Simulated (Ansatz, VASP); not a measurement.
Nb in VASP and in Ansatz

File INCAR:

```
SYSTEM = Nb
  ALGO = Normal
  EDIFF = 1E-7
  ENCUT = 520
  ISIF = 2
  ISMEAR = -1
  LASPH = .True.
  LCHARG = .False.
  LREAL = .False.
  LWAVE = .False.
  NBANDS = 12
  NELM = 80
  PREC = Accurate
  SIGMA = 0.05
```

Contents of KPOINTS:

```
k-points
0
Gamma
  11 11 11
  0 0 0
```

Contents of POSCAR:

```
Nb
1.0
    0.0000000000      2.1008049414      2.1008049414
    2.1008049414      0.0000000000      2.1008049414
    2.1008049414      2.1008049414      0.0000000000
Nb
1
Direct
    0.0000000000      0.0000000000      0.0000000000
```

Contents of input.yaml:

```yaml
crystal:
  lattice:
    - [0.0, 2.1008049414, 2.1008049414]
    - [2.1008049414, 0.0, 2.1008049414]
    - [2.1008049414, 2.1008049414, 0.0]
  atoms:
    - { symbol: Nb, position: [0.0, 0.0, 0.0] }
hamiltonian:
  xc: lda
  pseudopotentials: { kind: paw }
kpoints:
  mp_grid: { grid: [11, 11, 11] }
scf:
  occupations: { method: fermi_dirac, width: 0.05 }
output:
  forces: true
  stress: true
  eigenvalues: true
  write_density: true
  write_potential: true
  elf: true
  volumetric_format: npy
```

Alike in both runs: task single point; functional LDA; k mesh 11 × 11 × 11; occupations fermi-dirac, width 0.05 eV; no spin polarisation.

|  | VASP | Ansatz |
| --- | --- | --- |
| version | VASP 6.6.1 | Ansatz 0.2.0 |
| potentials or method | VASP PAW LDA potentials, release 64 (Nb_sv) | Ansatz PAW |
| plane-wave cutoff (eV) | 520 | 420 |
| valence electrons in the cell | 13 | 13 |

```tsv
	VASP	Ansatz	Ansatz less VASP
gap on the k mesh at the Fermi level (eV)	none	none	-
pressure (GPa)	-8.1	-8.0	+0.12
```

LDA's correlation is that of Perdew and Zunger in VASP and of Perdew and Wang (1992) in Ansatz. A gap of «none» marks a metal or a gap that the smearing closes.
